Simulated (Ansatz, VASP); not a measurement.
PtS2: VASP beside Ansatz

```
Pt S
1.0
     3.50019    0.00000    0.00000
    -1.75009    3.03125    0.00000
     0.00000    0.00000    5.43112
Pt S
1 2
Direct
  0.00000 0.00000 0.02139
  0.33333 0.66667 0.22357
  0.66667 0.33333 0.75504
```

Alike in both runs: task single point; functional PBE; k mesh 12 × 12 × 8; occupations gaussian, width 0.05 eV; no spin polarisation.

|  | VASP | Ansatz |
| --- | --- | --- |
| version | VASP 6.6.1 | Ansatz 0.2.0 |
| potentials or method | VASP PAW PBE potentials, release 64 (Pt, S), cutoff 520 eV | scalar-relativistic, plane waves, PAW |
| valence electrons in the cell | 22 | 30 |

|  | VASP | Ansatz | Ansatz less VASP |
| --- | --- | --- | --- |
| gap on the k mesh at the Fermi level (eV) | 0.57 | 0.56 | -0.004 |
| least direct gap on the mesh (eV) | 0.97 | 0.96 | -0.010 |
| pressure (GPa) | 4.8 | 5.2 | +0.44 |
| traceless stress, the component that is largest in VASP (GPa) | -3.73 | -3.84 | -0.113 |
| rms of the force components (eV/Å) | 1.289 | 1.289 | +0.0007 |

Atom by atom the forces differ by 0.019 eV/Å (rms over components). The functional is the same, so the differences come from potentials, cutoffs and numerics. VASP's potentials hold 22 valence electrons a cell and Ansatz's 30, so a difference there can come from the potentials and not from the codes.

Neither program's run includes spin-orbit coupling.
